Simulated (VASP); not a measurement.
A run of VASP 6.6.1 is set up as follows.

File INCAR:

```
PREC     = Accurate       # precision mode
ENCUT    = 520            # plane-wave cutoff, eV
EDIFF    = 1E-7           # SCF threshold, eV
ISMEAR   = 0              # smearing method
SIGMA    = 0.1            # smearing width, eV
LREAL    = F              # projectors in reciprocal space
LASPH    = T              # aspherical terms in the spheres
NELM     = 100            # most SCF steps
ALGO     = Normal         # electronic algorithm
ISIF     = 2              # what is computed and relaxed
LWAVE    = F              # write WAVECAR
LCHARG   = T              # write CHGCAR
GGA      = PE             # functional
LELF     = T              # ELF
LVHAR    = T            
NBANDS   = 48             # bands
```

The input KPOINTS:

```
Automatic mesh
0
Gamma
  3 3 4
```

POSCAR

```
CsMoPb4
1.0
    5.8274318101      0.0000000000      0.0000000000
   -2.9137159050      5.0467039864      0.0000000000
    0.0000000000      0.0000000000      6.5099244473
Cs Mo Pb
1 1 4
Direct
    0.0000000000      0.0000000000      0.0000000000
    0.0000000000      0.0000000000      0.5000000000
    0.3333333333      0.6666666667      0.5000000000
    0.6666666667      0.3333333333      0.5000000000
    0.3333333333      0.6666666667      0.0000000000
    0.6666666667      0.3333333333      0.0000000000
```

Potentials or basis: VASP PAW PBE potentials, release 64 (Cs_sv, Mo_sv, Pb_d).

Launch:

```bash
$ cat potpaw_PBE.64/Cs_sv/POTCAR potpaw_PBE.64/Mo_sv/POTCAR potpaw_PBE.64/Pb_d/POTCAR > POTCAR
$ mpirun -np 1 vasp_std > vasp.out
```

Problem. Predict the band gap on the k mesh.

Solution. Zero (an odd number of electrons rules out a gap without spin polarisation).

Problem. Estimate the pressure.

Solution. 0.1 GPa.

Stress tensor (GPa, compression positive):
```
0.01 0.00 0.00
0.00 0.01 0.00
0.00 0.00 0.14
```

Caveat: the k points lie up to 0.42 Å⁻¹ apart, too coarse for converged energies and pressures of a metal; spin-orbit coupling is left out, which moves the levels of the heavy elements.
